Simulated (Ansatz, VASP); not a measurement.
**BaTiO3 in VASP and in Ansatz**

Contents of POSCAR:

```
BaTiO3
1.0
    0.0000000000      2.8579801945     -2.8741509136
   -3.9633322398      0.0000000000      0.0000000000
    0.0000000000     10.5745267198      6.6105471012
Ba Ti O
3 3 9
Direct
    0.3479766017      0.0000000000      0.9196549725
    0.8146432684      0.0000000000      0.2529883058
    0.5813099351      0.0000000000      0.5863216392
    0.4121244605      0.5000000000      0.0915069026
    0.1787911272      0.5000000000      0.4248402359
   -0.0545422062      0.5000000000      0.7581735692
    0.4535938629      1.0000000000      0.0802989560
    0.2202605296      1.0000000000      0.4136322893
   -0.0130728037      1.0000000000      0.7469656226
   -0.0370877293      0.5000000000      0.0815433816
   -0.2704210627      0.5000000000      0.4148767149
   -0.5037543960      0.5000000000      0.7482100483
    0.3355714707      0.5000000000      0.2435691207
    0.1022381374      0.5000000000      0.5769024541
   -0.1310951960      0.5000000000      0.9102357874
```

INCAR.step1

```
PREC = Accurate ; ENCUT = 520
ISMEAR = 0 ; SIGMA = 0.05
LREAL = Auto ; LASPH = T
NELM = 80 ; NBANDS = 73
GGA = PE ; ALGO = Normal
EDIFF = 1E-4 ; LWAVE = T
LCHARG = F
```

The input INCAR.step2:

```
PREC = Accurate ; ENCUT = 520
EDIFF = 1E-7 ; ISMEAR = 0
SIGMA = 0.05 ; LREAL = Auto
LASPH = T ; NELM = 80
ALGO = Normal ; ISIF = 2
LWAVE = F ; LCHARG = T
METAGGA = R2SCAN ; LMIXTAU = T
LELF = T ; LVHAR = T
NBANDS = 73 ; ISTART = 1
```

KPOINTS

```
Automatic mesh
0
Gamma
  6 6 2
```

Input for Ansatz:

```yaml
crystal:
  lattice:
    - [0.0, 2.8579801945, -2.8741509136]
    - [-3.9633322398, 0.0, 0.0]
    - [0.0, 10.5745267198, 6.6105471012]
  atoms:
    - { symbol: Ba, position: [0.3479766017, 0.0, 0.9196549725] }
    - { symbol: Ba, position: [0.8146432684, 0.0, 0.2529883058] }
    - { symbol: Ba, position: [0.5813099351, 0.0, 0.5863216392] }
    - { symbol: Ti, position: [0.4121244605, 0.5, 0.0915069026] }
    - { symbol: Ti, position: [0.1787911272, 0.5, 0.4248402359] }
    - { symbol: Ti, position: [-0.0545422062, 0.5, 0.7581735692] }
    - { symbol: O, position: [0.4535938629, 1.0, 0.080298956] }
    - { symbol: O, position: [0.2202605296, 1.0, 0.4136322893] }
    - { symbol: O, position: [-0.0130728037, 1.0, 0.7469656226] }
    - { symbol: O, position: [-0.0370877293, 0.5, 0.0815433816] }
    - { symbol: O, position: [-0.2704210627, 0.5, 0.4148767149] }
    - { symbol: O, position: [-0.503754396, 0.5, 0.7482100483] }
    - { symbol: O, position: [0.3355714707, 0.5, 0.2435691207] }
    - { symbol: O, position: [0.1022381374, 0.5, 0.5769024541] }
    - { symbol: O, position: [-0.131095196, 0.5, 0.9102357874] }
basis:
  ecutwfc: 500
kpoints:
  mp_grid: { grid: [6, 6, 2] }
hamiltonian:
  xc: r2scan
scf:
  occupations: { method: gaussian, width: 0.05 }
output:
  forces: true
  stress: true
  eigenvalues: true
```

Alike in both runs: task single point; functional r2SCAN; k mesh 6 × 6 × 2; occupations gaussian, width 0.05 eV; no spin polarisation.

|  | VASP | Ansatz |
| --- | --- | --- |
| version | VASP 6.6.1 | Ansatz 0.2.0 |
| potentials or method | VASP PAW PBE potentials, release 64 (Ba_sv, Ti_sv, O), cutoff 520 eV | scalar-relativistic, plane waves, PAW |
| valence electrons in the cell | 120 | 120 |

Ansatz gave:

| Item | Value |
| --- | --- |
| gap on the k mesh at the Fermi level (eV) | 1.92 |
| least direct gap on the mesh (eV) | 2.19 |
| pressure (GPa) | 4.0 |
| traceless stress, the component that is largest in VASP (GPa) | 9.44 |
| rms of the force components (eV/Å) | 1.384 |

Q: Estimate VASP's values.

A: gap on the k mesh at the Fermi level (eV): 1.95; least direct gap on the mesh (eV): 2.23; pressure (GPa): 6.4; traceless stress, the component that is largest in VASP (GPa): 10.61; rms of the force components (eV/Å): 1.542.

VASP's potentials were made for PBE, not for r2SCAN. Atom by atom the forces differ by 0.214 eV/Å (rms over components). The functional is the same, so the differences come from potentials, cutoffs and numerics.

Spin-orbit coupling is off throughout.
